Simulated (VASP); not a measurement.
Wanted: the native input for a VASP 6.6.1 run.

| Quantity | Value |
| --- | --- |
| Task | single point |
| Functional | PBE |
| Potentials or basis | VASP PAW PBE potentials, release 64 (C, Zn) |
| Cutoff | 520 eV |
| k mesh | 8 × 8 × 8 |
| Occupations | fermi-dirac, width 0.02 eV |
| Spin | no spin polarisation |
| Dipole correction | no |
| Further INCAR settings | ALGO = Normal; EDIFF = 1e-07; NBANDS = 21 |

The structure of Zn2C lies in POSCAR:

```
Zn2C
1.0
    0.0000000000      2.6318281618      2.5779490272
    2.6318281618      0.0000000000      2.5779490272
    2.6318281618      2.6318281618      0.0000000000
C Zn
1 2
Direct
    0.0000000000      0.0000000000      0.0000000000
    0.2500000000      0.2500000000      0.2500000000
    0.7500000000      0.7500000000      0.7500000000
```

This cell differs from its parent crystal: biaxial xy strain +2.1%.

One way to write it, as run:

INCAR

```
ALGO     = Normal         # electronic algorithm
EDIFF    = 1E-7           # SCF threshold, eV
ENCUT    = 520            # plane-wave cutoff, eV
GGA      = PE             # functional
ISIF     = 2              # what is computed and relaxed
ISMEAR   = -1             # smearing method
LASPH    = True           # aspherical terms in the spheres
LCHARG   = True           # write CHGCAR
LELF     = True           # ELF
LREAL    = False          # projectors in reciprocal space
LVHAR    = True         
LWAVE    = False          # write WAVECAR
NBANDS   = 21             # bands
NELM     = 80             # most SCF steps
PREC     = Accurate       # precision mode
SIGMA    = 0.02           # smearing width, eV
```

KPOINTS

```
k-points
0
Gamma
  8 8 8
```

Potentials or basis: VASP PAW PBE potentials, release 64 (C, Zn).

Launch:

```sh
$ cat potpaw_PBE.64/C/POTCAR potpaw_PBE.64/Zn/POTCAR > POTCAR
$ mpirun -np 1 vasp_std > vasp.out
```

It gave:

| Property | Result |
| --- | --- |
| Pressure | -0.8 GPa |
| Band gap on the k mesh | 0.11 eV, direct |

Caveat: the cell differs from its parent crystal (biaxial xy strain +2.1%).

Wall time 47 s on 1 thread of AMD EPYC 7R13 Processor (Zen 3), on a shared host, peak memory 0.15 GiB.
